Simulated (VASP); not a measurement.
# WS2 in VASP: notebook

Runs on WS2. Level: PBEsol. Tasks: single point.

Program: VASP 6.6.1. These are calculated values, not measurements. Logs are shortened: lines on timing, memory, paths and dates and some standing lists are left out, and cuts for length are marked.

### Step 1. The cell of the first run

The cell holds a slab with vacuum, 3 atoms: a = 3.146 Å, b = 3.146 Å, c = 16.953 Å, α = 90.00°, β = 90.00°, γ = 120.00°.

### Step 2. Single point, PBEsol (atom 1 (W) moved by (+0.000, -0.200) A along x and y)

File INCAR:

```
PREC     = Accurate       # precision mode
ENCUT    = 520            # plane-wave cutoff, eV
EDIFF    = 1E-6           # SCF threshold, eV
ISMEAR   = 0              # smearing method
SIGMA    = 0.05           # smearing width, eV
LREAL    = F              # projectors in reciprocal space
LASPH    = T              # aspherical terms in the spheres
NELM     = 100            # most SCF steps
ALGO     = Normal         # electronic algorithm
ISIF     = 2              # what is computed and relaxed
LWAVE    = F              # write WAVECAR
LCHARG   = T              # write CHGCAR
GGA      = PS             # functional
LELF     = T              # ELF
LVHAR    = T            
NBANDS   = 20             # bands
```

File KPOINTS:

```
regular mesh
0
Gamma
  12 12 2
```

File POSCAR:

```
WS2
1.0
    3.1457762248      0.0000000000      0.0000000000
   -1.5728881124      2.7243221253      0.0000000000
    0.0000000000      0.0000000000     16.9534210846
W S
1 2
Direct
    0.2966269545      0.5932539090      0.0000000000
    0.6666666667      0.3333333333      0.9075761491
    0.6666666667      0.3333333333      0.0924238509
```

Potentials or basis: VASP PAW PBE potentials, release 64 (W_sv, S).

Launch:

```bash
> cat potpaw_PBE.64/W_sv/POTCAR potpaw_PBE.64/S/POTCAR > POTCAR
> mpirun -np 1 vasp_std > vasp.out
```

OUTCAR:

```text
PREC = Accurate
   ENCUT = 520
   EDIFF = 1E-6
   ISMEAR = 0
   LREAL = F
   LASPH = T
   NELM = 100
   ISIF = 2
   GGA = PS

 ion  position               nearest neighbor table
   1  0.297  0.593  0.000-   2 2.33   3 2.33   2 2.33   3 2.33   2 2.55   3 2.55
   2  0.667  0.333  0.908-   1 2.33   1 2.33   1 2.55
   3  0.667  0.333  0.092-   1 2.33   1 2.33   1 2.55

  LATTYP: Found a hexagonal cell.
 ALAT       =     3.1457762248
 C/A-ratio  =     5.3892648024

  Lattice vectors:

 A1 = (   3.1457762248,   0.0000000000,   0.0000000000)
 A2 = (  -1.5728881124,   2.7243221253,   0.0000000000)
 A3 = (   0.0000000000,   0.0000000000,  16.9534210846)

Analysis of symmetry for initial positions (statically):
=====================================================================
 Subroutine PRICEL returns:
 Original cell was already a primitive cell.

 Routine SETGRP: Setting up the symmetry group for a
 hexagonal supercell.

 Subroutine GETGRP returns: Found  4 space group operations
 (whereof  4 operations were pure point group operations)
 out of a pool of 24 trial point group operations.

The static configuration has the point symmetry C_2v.

Analysis of symmetry for dynamics (positions and initial velocities):
=====================================================================
 Subroutine PRICEL returns:
 Original cell was already a primitive cell.

 Routine SETGRP: Setting up the symmetry group for a
 hexagonal supercell.

 Subroutine GETGRP returns: Found  4 space group operations
 (whereof  4 operations were pure point group operations)
 out of a pool of 24 trial point group operations.

The dynamic configuration has the point symmetry C_2v.

 Subroutine INISYM returns: Found  4 space group operations
 (whereof  4 operations are pure point group operations),
 and found     1 'primitive' translations

----------------------------------------------------------------------------------------

                                     Primitive cell

  volume of cell :     145.2926

  direct lattice vectors                    reciprocal lattice vectors
     3.145776225  0.000000000  0.000000000     0.317886566  0.183531894  0.000000000
    -1.572888112  2.724322125  0.000000000     0.000000000  0.367063788  0.000000000
     0.000000000  0.000000000 16.953421085     0.000000000  0.000000000  0.058985145

  length of vectors
     3.145776225  3.145776225 16.953421085     0.367063788  0.367063788  0.058985145

  position of ions in fractional coordinates (direct lattice)
     0.296626954  0.593253909  0.000000000
     0.666666667  0.333333333  0.907576149
     0.666666667  0.333333333  0.092423851

  ion indices of the primitive-cell ions
   primitive index   ion index
                 1           1
                 2           2
                 3           3

----------------------------------------------------------------------------------------

 KPOINTS: regular mesh

Automatic generation of k-mesh.
 Grid dimensions read from file:
 generate k-points for:   12   12    2

 Generating k-lattice:

  Cartesian coordinates                     Fractional coordinates (reciprocal lattice)
     0.026490547  0.015294325  0.000000000     0.083333333  0.000000000  0.000000000
     0.000000000  0.030588649  0.000000000     0.000000000  0.083333333  0.000000000
     0.000000000  0.000000000  0.029492572     0.000000000  0.000000000  0.500000000

  Length of vectors
     0.030588649  0.030588649  0.029492572

  Shift w.r.t. Gamma in fractional coordinates (k-lattice)
     0.000000000  0.000000000  0.000000000

 Subroutine IBZKPT returns following result:
 ===========================================

 Found     86 irreducible k-points:

 Following reciprocal coordinates:
            Coordinates               Weight
  0.000000  0.000000  0.000000      1.000000
  0.083333  0.000000  0.000000      4.000000
  0.000000  0.083333  0.000000      2.000000
  0.166667  0.000000  0.000000      4.000000
  0.000000  0.166667  0.000000      2.000000
  0.250000  0.000000  0.000000      4.000000
[... 16 lines left out ...]
 -0.083333  0.416667  0.000000      4.000000
 -0.416667  0.333333  0.000000      4.000000
 [... further k-points ...]
   k-points           NKPTS =     86   k-points in BZ     NKDIM =     86   number of bands    NBANDS=     20
   number of dos      NEDOS =    301   number of ions     NIONS =      3
   total plane-waves  NPLWV =  72576
   dimension x,y,z NGX =    24 NGY =   24 NGZ =  126
   dimension x,y,z NGXF=    48 NGYF=   48 NGZF=  252
   ions per type =               1   2
   NGX,Y,Z   is equivalent  to a cutoff of  12.68, 12.68, 12.36 a.u.
   NGXF,Y,Z  is equivalent  to a cutoff of  25.37, 25.37, 24.71 a.u.
 SYSTEM =  unknown system
   PREC   = accura    normal or accurate (medium, high low for compatibility)
   ISTART =      0    job   : 0-new  1-cont  2-samecut
   ICHARG =      2    charge: 1-file 2-atom 10-const
   ISPIN  =      1    spin polarized calculation?
   LNONCOLLINEAR =      F non collinear calculations
   LSORBIT =      F    spin-orbit coupling
   LASPH  =      T    aspherical Exc in radial PAW
   ENCUT  =  520.0 eV  38.22 Ry    6.18 a.u.   5.85  5.85 31.52*2*pi/ulx,y,z
   NELM   =    100;   NELMIN=  2; NELMDL= -5     # of ELM steps
   EDIFF  = 0.1E-05   stopping-criterion for ELM
   LREAL  =      F    real-space projection
   EDIFFG = 0.1E-04   stopping-criterion for IOM
   NSW    =      0    number of steps for IOM
   IBRION =     -1    ionic relax: 0-MD 1-quasi-New 2-CG
   NFREE  =      0    steps in history (QN), initial steepest desc. (CG)
   ISIF   =      2    stress and relaxation
   ISYM   =      2    0-nonsym 1-usesym 2-fastsym
   POTIM  = 0.5000    time-step for ionic-motion
   TEBEG  =    0.0;   TEEND  =   0.0 temperature during run
   PSTRESS=    0.0 pullay stress
   NELECT =      26.0000    total number of electrons
   NUPDOWN=      -1.0000    fix difference up-down
   EMIN   =  10.00;   EMAX   =-10.00  energy-range for DOS
   EFERMI =   0.00;   METHOD = LEGACY
   ISMEAR =     0;   SIGMA  =   0.05  broadening in eV -4-tet -1-fermi 0-gaus
   EFERMI_NEDOS =   21; number of points for ismear=-14 and -15
   IALGO  =     38    algorithm
   IMIX   =      4    mixing-type and parameters
     AMIX     =   0.40;   BMIX     =  1.00
     AMIX_MAG =   1.60;   BMIX_MAG =  1.00
  volume/ion in A,a.u.               =      48.43       326.83
  Fermi-wavevector in a.u.,A,eV,Ry     =   0.922539  1.743346 11.579622  0.851078
  Thomas-Fermi vector in A             =   2.048077
   LORBIT       =      0    0 simple, 1 ext, 2 COOP (PROOUT), +10 PAW based schemes
   GGA     = PS    functional components
   LHFCALC =     F    Hartree Fock is set to
   AEXX    =    0.0000 exact exchange contribution
   IVDW    =     0    specifies the selected vdW correction
   LEPSILON=     F    determine dielectric tensor
   LRPA    =     F    only Hartree local field effects (RPA)
 non-spin polarized calculation
 Gauss-broadening in eV      SIGMA  =   0.05
  energy-cutoff  :      520.00
  volume of cell :      145.29
 maximum number of plane-waves:      3942
   NGX = 11   NGY = 11   NGZ = 63

 number of electron      25.9999999 magnetization

 Free energy of the ion-electron system (eV)
  ---------------------------------------------------
  ext. energy  EPLUGINS =         0.00000000
  ---------------------------------------------------
  free energy    TOTEN  =       -24.82822861 eV

  energy without entropy =      -24.82822861  energy(sigma->0) =      -24.82822861

 E-fermi :  -0.6721     XC(G=0):  -4.6018

 val. band max:       -1.0537643767   @ k =   0.3333   0.3333   0.0000
 cond. band min:       0.7051778655   @ k =   0.1667   0.1667   0.5000
 fundamental gap:      1.7589422422
 Fermi energy:        -0.6720745141

 k-point     1 :       0.0000    0.0000    0.0000
  band No.  band energies     occupation
      1     -75.0420      2.00000
      2     -39.3516      2.00000
      3     -39.1602      2.00000
      4     -39.1021      2.00000
      5     -16.0491      2.00000
      6     -14.3424      2.00000
[... 12 lines left out ...]
     19       4.4030      0.00000
     20       4.9122      0.00000

 k-point     2 :       0.0833    0.0000    0.0000
  band No.  band energies     occupation
      1     -75.0407      2.00000
      2     -39.3466      2.00000
      3     -39.1835      2.00000
      4     -39.1116      2.00000
      5     -15.9230      2.00000
      6     -14.3050      2.00000
[... 12 lines left out ...]
     19       4.5520      0.00000
     20       5.2368      0.00000

 k-point     3 :       0.0000    0.0833    0.0000
  band No.  band energies     occupation
      1     -75.0407      2.00000
      2     -39.3472      2.00000
      3     -39.1661      2.00000
      4     -39.1273      2.00000
      5     -15.9367      2.00000
      6     -14.2870      2.00000
[... 12 lines left out ...]
     19       4.5374      0.00000
     20       5.2289      0.00000

 k-point     4 :       0.1667    0.0000    0.0000
  band No.  band energies     occupation
      1     -75.0370      2.00000
      2     -39.3332      2.00000
      3     -39.2518      2.00000
      4     -39.1324      2.00000
      5     -15.5625      2.00000
      6     -14.2000      2.00000
[... 12 lines left out ...]
     19       4.9779      0.00000
     20       5.8655      0.00000

 k-point     5 :       0.0000    0.1667    0.0000
  band No.  band energies     occupation
      1     -75.0371      2.00000
      2     -39.3352      2.00000
      3     -39.1955      2.00000
      4     -39.1822      2.00000
      5     -15.6179      2.00000
      6     -14.1272      2.00000
[... 12 lines left out ...]
     19       4.9274      0.00000
     20       5.8250      0.00000
[... 353 lines left out ...]
      6     -13.9778      2.00000
[... 12 lines left out ...]
     19       6.1589      0.00000
     20       6.3917      0.00000

 k-point    22 :       0.3333    0.0833    0.0000
  band No.  band energies     occupation
      1     -75.0244      2.00000
      2     -39.4697      2.00000
      3     -39.2880      2.00000
      4     -39.2093      2.00000
      5     -14.0820      2.00000
      6     -13.7473      2.00000
[... 12 lines left out ...]
     19       6.5098      0.00000
     20       6.8045      0.00000

 k-point    23 :      -0.0833    0.4167    0.0000
  band No.  band energies     occupation
      1     -75.0248      2.00000
      2     -39.4124      2.00000
      3     -39.2934      2.00000
      4     -39.2495      2.00000
      5     -14.3141      2.00000
      6     -13.4742      2.00000
[... 12 lines left out ...]
     19       6.4721      0.00000
     20       6.6066      0.00000

 k-point    24 :      -0.4167    0.3333    0.0000
  band No.  band energies     occupation
      1     -75.0243      2.00000
      2     -39.4847      2.00000
      3     -39.2865      2.00000
      4     -39.1987      2.00000
      5     -14.0312      2.00000
      6     -13.8199      2.00000
[... 12 lines left out ...]
     19       6.5259      0.00000
     20       6.6559      0.00000

 [... further k-points ...]
[... 5 lines left out ...]
  --------------------------------------------------------------------------------------
  -------------------------------------------------------------------------------------
  Total        2.1785503     -0.9935936      1.5422914      0.0000000      0.0000000      0.0000000
  in kB       24.0234033    -10.9565987     17.0072220      0.0000000      0.0000000      0.0000000
  external PRESSURE =      10.0246755 kB  Pullay stress =       0.0000000 kB

 VOLUME and BASIS-vectors are now :
 -----------------------------------------------------------------------------
  energy-cutoff  :      520.00
  volume of cell :      145.29
      direct lattice vectors                 reciprocal lattice vectors
     3.145776225  0.000000000  0.000000000     0.317886566  0.183531894  0.000000000
    -1.572888112  2.724322125  0.000000000     0.000000000  0.367063788  0.000000000
     0.000000000  0.000000000 16.953421085     0.000000000  0.000000000  0.058985145

 POSITION                                       TOTAL-FORCE (eV/Angst)
 -----------------------------------------------------------------------------------
      0.00000      1.61621      0.00000        -0.000000      4.062707      0.000000
      1.57289      0.90811     15.38652         0.000000     -2.031354     -0.500921
      1.57289      0.90811      1.56690         0.000000     -2.031354      0.500921
 -----------------------------------------------------------------------------------
    total drift:                               -0.000000      0.000107      0.000000

  FREE ENERGIE OF THE ION-ELECTRON SYSTEM (eV)
  ---------------------------------------------------
  free  energy   TOTEN  =       -24.8282286066 eV

  energy  without entropy=      -24.8282286066  energy(sigma->0) =      -24.82822861
```

Run time: 13 min. Hardware: 1 thread of AMD EPYC 7R13, shared host; peak memory 0.37 GiB.

Results:

- Free energy: -24.8282 eV
- Largest force: 4.063 eV/Å
- Band gap on the k mesh: 1.76 eV, indirect (least direct gap 1.90 eV)

Forces on the atoms (eV/Å):
```
W    0.000  4.063  0.000
S    0.000 -2.031 -0.501
S    0.000 -2.031  0.501
```

Caveat: the cell differs from its parent crystal (atom 1 (W) moved by (+0.000, -0.200) A along x and y); the PAW data sets were made with another functional, which shifts forces and pressure a little; spin-orbit coupling is left out, which moves the levels of the heavy elements.

(Part 1 of 2 ends here.)
